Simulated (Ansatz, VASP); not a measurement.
# Two plane-wave programs on TiO2

```xyz
6
Lattice="-1.9281 1.9281 4.7030 1.9281 -1.9281 4.7030 1.9281 1.9281 -4.7030" Properties=species:S:1:pos:R:3 pbc="T T T"
Ti    0.0000    0.0000    0.0000
Ti    0.0000    1.9281    2.3515
O     0.0000    0.0000    1.9424
O     0.0000    1.9281    4.2939
O     0.0000    1.9281    0.4091
O     0.0000    0.0000    7.4636
```

Alike in both runs: task single point; functional PBE; k mesh 10 × 10 × 10; occupations gaussian, width 0.05 eV; no spin polarisation.

```csv
,VASP,Ansatz
version,VASP 6.6.1,Ansatz 0.2.0
potentials or method,"VASP PAW PBE potentials, release 64 (Ti_sv, O), cutoff 520 eV","scalar-relativistic, plane waves, PAW"
valence electrons in the cell,48,48
```

|  | VASP | Ansatz | Ansatz less VASP |
| --- | --- | --- | --- |
| gap on the k mesh at the Fermi level (eV) | 2.09 | 2.11 | +0.025 |
| pressure (GPa) | 1.8 | 1.2 | -0.69 |
| traceless stress, the component that is largest in VASP (GPa) | 7.48 | 7.24 | -0.238 |
| rms of the force components (eV/Å) | 0.289 | 0.273 | -0.0168 |

Atom by atom the forces differ by 0.017 eV/Å (rms over components).
